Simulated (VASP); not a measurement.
Input of a VASP 6.6.1 run:

The input INCAR:

```
PREC = Accurate
ENCUT = 520
EDIFF = 1E-6
ISMEAR = 0
SIGMA = 0.05
LREAL = Auto
LASPH = True
NELM = 80
ALGO = Normal
ISIF = 2
LWAVE = False
LCHARG = False
GGA = PE
IVDW = 12
NBANDS = 34
```

The input KPOINTS:

```
Automatic mesh
0
Gamma
  5 5 1
```

File POSCAR:

```
Be16Cl
1.0
    4.5800000000      0.0000000000      0.0000000000
    2.2900000000      3.9663960000      0.0000000000
    0.0000000000      0.0000000000     16.3826450000
Be Cl
16 1
Direct
   -0.1666666667      0.3333333333      0.0610402044
    0.3333333333      0.3333333333      0.0610402044
   -0.1666666667      0.8333333333      0.0610402044
    0.3333333333      0.8333333333      0.0610402044
   -0.0035731058      0.0035505784      0.1731902266
    0.4994369640     -0.0005599542      0.1707773684
   -0.0031149557      0.4968888633      0.1726983036
    0.5035470968      0.4964302606      0.1731910201
   -0.1684979443      0.3315072423      0.2844725012
    0.3356132502      0.3268307048      0.2811889655
   -0.1731772709      0.8356200440      0.2811886603
    0.3311497849      0.8311532686      0.2796433055
    0.0051239511     -0.0225396052      0.3970359487
    0.4919531334     -0.0080372711      0.3813602749
    0.0021433249      0.5021530881      0.3904371364
    0.4774533501      0.5051308543      0.3970399163
    0.7870863350      0.2871137930      0.4986307767
```

Potentials or basis: VASP PAW PBE potentials, release 64 (Be, Cl).

The run is started by

```console
$ cat potpaw_PBE.64/Be/POTCAR potpaw_PBE.64/Cl/POTCAR > POTCAR
$ mpirun -np 1 vasp_std > vasp.out
```

(1) Estimate the largest force.

(2) What does it give for the dispersion energy per atom?

(3) Predict the band gap on the k mesh.

Results:

(1) 0.398 eV/Å.

(2) -0.255 eV.

(3) zero (an odd number of electrons rules out a gap without spin polarisation).

Caveat: there is no dipole correction, which matters where the two faces differ; an odd number of electrons without spin polarisation forces a metal; a magnetic or distorted state may lie lower.
